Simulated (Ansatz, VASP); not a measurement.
# One calculation of Pb, two programs

```xyz
2
Lattice="3.4800 0.0522 0.0522 -1.6948 2.9877 0.0191 0.0838 0.0838 5.5900" Properties=species:S:1:pos:R:3 pbc="T T T"
Pb    0.0511    2.0301    1.4276
Pb    1.8180    1.0936    4.2337
```

Change from the starting cell: equal xy, yz and zx shear strains of +3 %.

Alike in both runs: task single point; functional PBEsol; k mesh 12 × 12 × 7; occupations fermi-dirac, width 0.05 eV; no spin polarisation.

|  | VASP | Ansatz |
| --- | --- | --- |
| version | VASP 6.6.1 | Ansatz 0.2.0 |
| potentials or method | VASP PAW PBE potentials, release 64 (Pb_d), cutoff 520 eV | all-electron LAPW, scalar-relativistic |

|  | VASP | Ansatz | Ansatz less VASP |
| --- | --- | --- | --- |
| pressure (GPa) | 1.0 | 1.0 | +0.09 |
| traceless stress, the component that is largest in VASP (GPa) | -0.41 | -0.42 | -0.006 |
| rms of the force components (eV/Å) | 0.006 | 0.006 | +0.0001 |

VASP's potentials were made for PBE, not for PBEsol. Atom by atom the forces differ by 0.000 eV/Å (rms over components). Ansatz ran all-electron here, and VASP with PAW potentials.

Neither program's run includes spin-orbit coupling.
